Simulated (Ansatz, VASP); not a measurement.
# Ga: VASP beside Ansatz

Contents of INCAR:

```
SYSTEM = Ga
ALGO = Normal
EDIFF = 1E-6
ENCUT = 520
GGA = PE
ISIF = 2
ISMEAR = -1
LASPH = .TRUE.
LCHARG = .FALSE.
LREAL = .FALSE.
LWAVE = .FALSE.
NBANDS = 34
NELM = 80
PREC = Accurate
SIGMA = 0.05
```

File KPOINTS:

```
k-points
0
G
  9 9 8
  0 0 0
```

Contents of POSCAR:

```
Ga
1.0
    2.2478069671     -3.8096159580      0.0000000000
    2.2478069671      3.8096159580      0.0000000000
    0.0000000000      0.0000000000      4.5015938671
Ga
4
Direct
    0.1525000000      0.8475000000      0.0785000000
    0.6525000000      0.3475000000      0.4215000000
    0.8475000000      0.1525000000      0.9215000000
    0.3475000000      0.6525000000      0.5785000000
```

Input for Ansatz:

```yaml
crystal:
  lattice:
    - [2.2478069671, -3.809615958, 0.0]
    - [2.2478069671, 3.809615958, 0.0]
    - [0.0, 0.0, 4.5015938671]
  atoms:
    - { symbol: Ga, position: [0.1525, 0.8475, 0.0785] }
    - { symbol: Ga, position: [0.6525, 0.3475, 0.4215] }
    - { symbol: Ga, position: [0.8475, 0.1525, 0.9215] }
    - { symbol: Ga, position: [0.3475, 0.6525, 0.5785] }
kpoints:
  mp_grid: { grid: [9, 9, 8] }
  band_path:
    path:
      - [0.0, 0.0, 0.0]
      - [-0.5, 0.5, 0.0]
      - [-0.337035342, 0.662964658, 0.0]
      - [0.337035342, 0.337035342, 0.0]
      - [0.0, 0.0, 0.0]
      - [0.0, 0.0, 0.5]
      - [0.337035342, 0.337035342, 0.5]
      - [-0.337035342, 0.662964658, 0.5]
      - [-0.5, 0.5, 0.5]
    npoints: 5
scf:
  occupations: { method: fermi_dirac, width: 0.05 }
hamiltonian:
  xc: pbe
  pseudopotentials: { kind: all_electron, lapw: { basis_error: 0.001 } }
output:
  forces: true
  stress: true
  eigenvalues: true
```

Change from the starting cell: volume scaled by 0.99.

Alike in both runs: task single point; functional PBE; k mesh 9 × 9 × 8; occupations fermi-dirac, width 0.05 eV; no spin polarisation.

|  | VASP | Ansatz |
| --- | --- | --- |
| version | VASP 6.6.1 | Ansatz 0.2.0 |
| potentials or method | VASP PAW PBE potentials, release 64 (Ga_d), cutoff 520 eV | all-electron LAPW, scalar-relativistic |

|  | VASP | Ansatz | Ansatz less VASP |
| --- | --- | --- | --- |
| pressure (GPa) | 3.0 | 2.9 | -0.11 |
| traceless stress, the component that is largest in VASP (GPa) | 1.73 | 1.69 | -0.034 |
| rms of the force components (eV/Å) | 0.256 | 0.255 | -0.0005 |

Atom by atom the forces differ by 0.001 eV/Å (rms over components). Ansatz ran all-electron here, and VASP with PAW potentials.
